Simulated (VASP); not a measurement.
# AlGa3As2 (R-3m) in VASP: single point with PBE

Aim: the single point of AlGa3As2 with PBE.

Everything below comes from runs of VASP 6.6.1. Logs are shortened: lines on timing, memory, paths and dates and some standing lists are left out, and cuts for length are marked.

## 1. The cell of the first run

Symmetry: R-3m, No. 166, trigonal system. The conventional cell has a = 5.459 Å, b = 5.459 Å, c = 13.889 Å, α = 90.00°, β = 90.00°, γ = 120.00°. Al (site symmetry -3m) has 6 Ga at 2.80 Å and 6 As at 3.21 Å within 3.7 Å. Ga (site symmetry 2/m) has 4 Ga at 2.73 Å and 2 Al at 2.80 Å and 6 As at 3.23 to 3.30 Å within 3.6 Å. As (site symmetry 3m) has 3 Al at 3.21 Å and 9 Ga at 3.23 to 3.30 Å and 4 As at 3.36 to 3.46 Å within 4.2 Å.

## 2. Single point, PBE

INCAR

```
PREC = Accurate
ENCUT = 520
EDIFF = 1E-7
ISMEAR = 0
SIGMA = 0.1
LREAL = False
LASPH = True
NELM = 100
ALGO = Fast
ISIF = 2
LWAVE = False
LCHARG = False
GGA = PE
NBANDS = 35
```

KPOINTS

```
regular mesh
0
Gamma
  6 6 6
```

POSCAR

```
AlGa3As2
1.0
    2.7296352600      1.5759556500      4.6297374500
   -2.7296352600      1.5759556500      4.6297374500
    0.0000000000     -3.1519113000      4.6297374500
Al Ga As
1 3 2
Direct
    0.5000000000      0.5000000000      0.5000000000
    0.0000000000      0.5000000000      0.5000000000
    0.5000000000      0.0000000000      0.5000000000
    0.5000000000      0.5000000000      0.0000000000
    0.1246170000      0.1246170000      0.1246170000
    0.8753830000      0.8753830000      0.8753830000
```

Potentials or basis: VASP PAW PBE potentials, release 64 (Al, Ga_d, As).

Launch:

```bash
$ cat potpaw_PBE.64/Al/POTCAR potpaw_PBE.64/Ga_d/POTCAR potpaw_PBE.64/As/POTCAR > POTCAR
$ mpirun -np 1 vasp_std > vasp.out
```

OUTCAR:

```text
PREC = Accurate
   ENCUT = 520
   EDIFF = 1E-7
   ISMEAR = 0
   LREAL = False
   LASPH = True
   NELM = 100
   ISIF = 2
   GGA = PE

 ion  position               nearest neighbor table
   1  0.500  0.500  0.500-   4 2.80   4 2.80   2 2.80   3 2.80   3 2.80   2 2.80
   2  0.000  0.500  0.500-   4 2.73   4 2.73   3 2.73   3 2.73   1 2.80   1 2.80
   3  0.500  0.000  0.500-   4 2.73   4 2.73   2 2.73   2 2.73   1 2.80   1 2.80
   4  0.500  0.500  0.000-   2 2.73   3 2.73   3 2.73   2 2.73   1 2.80   1 2.80
   5  0.125  0.125  0.125-
   6  0.875  0.875  0.875-

  LATTYP: Found a trigonal (rhomboedric) cell.
 ALAT       =     5.6008047385
 COS(alpha) =     0.5249510420

  Lattice vectors:

 A1 = (   2.7296352600,   1.5759556500,   4.6297374500)
 A2 = (  -2.7296352600,   1.5759556500,   4.6297374500)
 A3 = (   0.0000000000,  -3.1519113000,   4.6297374500)

Analysis of symmetry for initial positions (statically):
=====================================================================
 Subroutine PRICEL returns:
 Original cell was already a primitive cell.

 Routine SETGRP: Setting up the symmetry group for a
 trigonal (rhombohedral) supercell.

 Subroutine GETGRP returns: Found 12 space group operations
 (whereof 12 operations were pure point group operations)
 out of a pool of 12 trial point group operations.

The static configuration has the point symmetry D_3d.

Analysis of symmetry for dynamics (positions and initial velocities):
=====================================================================
 Subroutine PRICEL returns:
 Original cell was already a primitive cell.

 Routine SETGRP: Setting up the symmetry group for a
 trigonal (rhombohedral) supercell.

 Subroutine GETGRP returns: Found 12 space group operations
 (whereof 12 operations were pure point group operations)
 out of a pool of 12 trial point group operations.

The dynamic configuration has the point symmetry D_3d.

 Subroutine INISYM returns: Found 12 space group operations
 (whereof 12 operations are pure point group operations),
 and found     1 'primitive' translations

----------------------------------------------------------------------------------------

                                     Primitive cell

  volume of cell :     119.4968
[... 92 lines left out ...]
   LNONCOLLINEAR =      F non collinear calculations
   LSORBIT =      F    spin-orbit coupling
   LASPH  =      T    aspherical Exc in radial PAW
   ENCUT  =  520.0 eV  38.22 Ry    6.18 a.u.  10.41 10.41 10.41*2*pi/ulx,y,z
   NELM   =    100;   NELMIN=  2; NELMDL= -5     # of ELM steps
   EDIFF  = 0.1E-06   stopping-criterion for ELM
   LREAL  =      F    real-space projection
   EDIFFG = 0.1E-05   stopping-criterion for IOM
   NSW    =      0    number of steps for IOM
   IBRION =     -1    ionic relax: 0-MD 1-quasi-New 2-CG
   NFREE  =      0    steps in history (QN), initial steepest desc. (CG)
   ISIF   =      2    stress and relaxation
   ISYM   =      2    0-nonsym 1-usesym 2-fastsym
   POTIM  = 0.5000    time-step for ionic-motion
   TEBEG  =    0.0;   TEEND  =   0.0 temperature during run
   PSTRESS=    0.0 pullay stress
   NELECT =      52.0000    total number of electrons
   NUPDOWN=      -1.0000    fix difference up-down
   EMIN   =  10.00;   EMAX   =-10.00  energy-range for DOS
   EFERMI =   0.00;   METHOD = LEGACY
   ISMEAR =     0;   SIGMA  =   0.10  broadening in eV -4-tet -1-fermi 0-gaus
   EFERMI_NEDOS =   21; number of points for ismear=-14 and -15
   IALGO  =     68    algorithm
   IMIX   =      4    mixing-type and parameters
     AMIX     =   0.40;   BMIX     =  1.00
     AMIX_MAG =   1.60;   BMIX_MAG =  1.00
  volume/ion in A,a.u.               =      19.92       134.40
  Fermi-wavevector in a.u.,A,eV,Ry     =   1.240577  2.344351 20.939806  1.539032
  Thomas-Fermi vector in A             =   2.375012
   LORBIT       =      0    0 simple, 1 ext, 2 COOP (PROOUT), +10 PAW based schemes
   GGA     = PE    functional components
   LHFCALC =     F    Hartree Fock is set to
   AEXX    =    0.0000 exact exchange contribution
   IVDW    =     0    specifies the selected vdW correction
   LEPSILON=     F    determine dielectric tensor
   LRPA    =     F    only Hartree local field effects (RPA)
 non-spin polarized calculation
 RMM-DIIS sequential band-by-band and
 Gauss-broadening in eV      SIGMA  =   0.10
  energy-cutoff  :      520.00
  volume of cell :      119.50
 maximum number of plane-waves:      3235
 NGX is ok and might be reduce to    42
   NGX = 21   NGY = 21   NGZ = 21

 number of electron      52.0000019 magnetization

 Free energy of the ion-electron system (eV)
  ---------------------------------------------------
  ext. energy  EPLUGINS =         0.00000000
  ---------------------------------------------------
  free energy    TOTEN  =       -20.01272049 eV

  energy without entropy =      -19.99535704  energy(sigma->0) =      -20.00403877

 E-fermi :   5.4632     XC(G=0): -10.4736

 val. band max:        5.4386140072   @ k =   0.5000   0.5000   0.1667
 cond. band min:       5.4890370101   @ k =  -0.3333   0.5000   0.3333
 fundamental gap:      0.0504230029
 Fermi energy:         5.4632067343

 k-point     1 :       0.0000    0.0000    0.0000
  band No.  band energies     occupation
      1      -9.7295      2.00000
      2      -9.6274      2.00000
      3      -9.6274      2.00000
      4      -9.5767      2.00000
      5      -9.4832      2.00000
      6      -9.4559      2.00000
[... 901 lines left out ...]
     34      10.4142      0.00000
     35      10.6365      0.00000

 [... further k-points ...]
[... 5 lines left out ...]
  --------------------------------------------------------------------------------------
  -------------------------------------------------------------------------------------
  Total       -1.4989390     -1.4989390     -1.4213262      0.0000000      0.0000000      0.0000000
  in kB      -20.0973273    -20.0973273    -19.0567181      0.0000000      0.0000000      0.0000000
  external PRESSURE =     -19.7504576 kB  Pullay stress =       0.0000000 kB

 VOLUME and BASIS-vectors are now :
 -----------------------------------------------------------------------------
  energy-cutoff  :      520.00
  volume of cell :      119.50
      direct lattice vectors                 reciprocal lattice vectors
     2.729635260  1.575955650  4.629737450     0.183174656  0.105755937  0.071998323
    -2.729635260  1.575955650  4.629737450    -0.183174656  0.105755937  0.071998323
     0.000000000 -3.151911300  4.629737450     0.000000000 -0.211511874  0.071998323

 POSITION                                       TOTAL-FORCE (eV/Angst)
 -----------------------------------------------------------------------------------
      0.00000      0.00000      6.94461        -0.000000      0.000000      0.000000
     -1.36482     -0.78798      4.62974        -0.000000      0.000000      0.000000
      1.36482     -0.78798      4.62974         0.000000     -0.000000      0.000000
      0.00000      1.57596      4.62974         0.000000     -0.000000      0.000000
      0.00000      0.00000      1.73083        -0.000000     -0.000000      0.208165
      0.00000      0.00000     12.15838        -0.000000      0.000000     -0.208165
 -----------------------------------------------------------------------------------
    total drift:                                0.000000      0.000000     -0.000000

  FREE ENERGIE OF THE ION-ELECTRON SYSTEM (eV)
  ---------------------------------------------------
  free  energy   TOTEN  =       -20.0127204949 eV

  energy  without entropy=      -19.9953570423  energy(sigma->0) =      -20.00403877
```

OSZICAR:

```text
N       E                     dE             d eps       ncg     rms          rms(c)
DAV:   1     0.373189359257E+03    0.37319E+03   -0.24047E+04  2298   0.218E+03
DAV:   2     0.293568155483E+02   -0.34383E+03   -0.33223E+03  2400   0.503E+02
DAV:   3    -0.181458755517E+02   -0.47503E+02   -0.46305E+02  2799   0.141E+02
DAV:   4    -0.201259209328E+02   -0.19800E+01   -0.19580E+01  2503   0.291E+01
DAV:   5    -0.201809676258E+02   -0.55047E-01   -0.54905E-01  2933   0.502E+00    0.279E+00
RMM:   6    -0.200513677582E+02    0.12960E+00   -0.18167E-01  3253   0.323E+00    0.150E+00
RMM:   7    -0.200167556243E+02    0.34612E-01   -0.70641E-02  3188   0.181E+00    0.453E-01
RMM:   8    -0.200126929505E+02    0.40627E-02   -0.12948E-02  3528   0.681E-01    0.104E-01
RMM:   9    -0.200127007688E+02   -0.78183E-05   -0.13015E-03  3704   0.252E-01    0.671E-02
RMM:  10    -0.200127156070E+02   -0.14838E-04   -0.25207E-04  3871   0.106E-01    0.967E-03
RMM:  11    -0.200127181846E+02   -0.25777E-05   -0.53391E-05  3467   0.557E-02    0.610E-03
RMM:  12    -0.200127201284E+02   -0.19437E-05   -0.22244E-05  3911   0.283E-02    0.510E-03
RMM:  13    -0.200127204111E+02   -0.28277E-06   -0.42609E-06  3401   0.142E-02    0.362E-03
RMM:  14    -0.200127204026E+02    0.85793E-08   -0.18939E-06  3401   0.966E-03    0.226E-03
RMM:  15    -0.200127204949E+02   -0.92326E-07   -0.73885E-07  2660   0.575E-03
   1 F= -.20012720E+02 E0= -.20004039E+02  d E =-.173635E-01
```

stdout:

```text
POSCAR found type information on POSCAR AlGaAs
 POSCAR found :  3 types and       6 ions
 scaLAPACK will be used
 LDA part: xc-table for (Slater+PW92), standard interpolation
 POSCAR, INCAR and KPOINTS ok, starting setup
 FFT: planning ... GRIDC
 FFT: planning ... GRID_SOFT
 FFT: planning ... GRID
 WAVECAR not read
 entering main loop
```

Wall time 3 min (1 thread of Intel Xeon Platinum 8259CL at 2.50GHz (Skylake/Cascade Lake), shared host); peak memory 0.32 GiB.

Results:

```yaml
Free_energy: -20.0127 eV
Pressure: -2.0 GPa
Largest_force: 0.208 eV/Å
Band_gap_on_the_k_mesh: zero (band 26 reaches 5.96 eV, above the bottom of band 27 at 3.51 eV)
```

Forces on the atoms (eV/Å):
```
Al   0.000  0.000  0.000
Ga   0.000  0.000  0.000
Ga   0.000  0.000  0.000
Ga   0.000  0.000  0.000
As   0.000  0.000  0.208
As   0.000  0.000 -0.208
```

Levels at points of the mesh, in eV from the Fermi level:
```csv
k point,band 24,band 25,band 26,band 27,band 28,band 29
"(0.00, 0.00, 0.00)",-3.34,-3.06,-1.95,-1.95,-1.02,-0.08
"(0.50, 0.00, 0.00)",-2.12,-1.11,0.06,0.39,1.19,1.57
"(0.50, 0.50, 0.00)",-0.13,0.14,0.45,0.48,1.30,1.65
"(0.50, 0.50, 0.50)",-2.05,-0.76,-0.15,-0.15,0.96,0.96
```
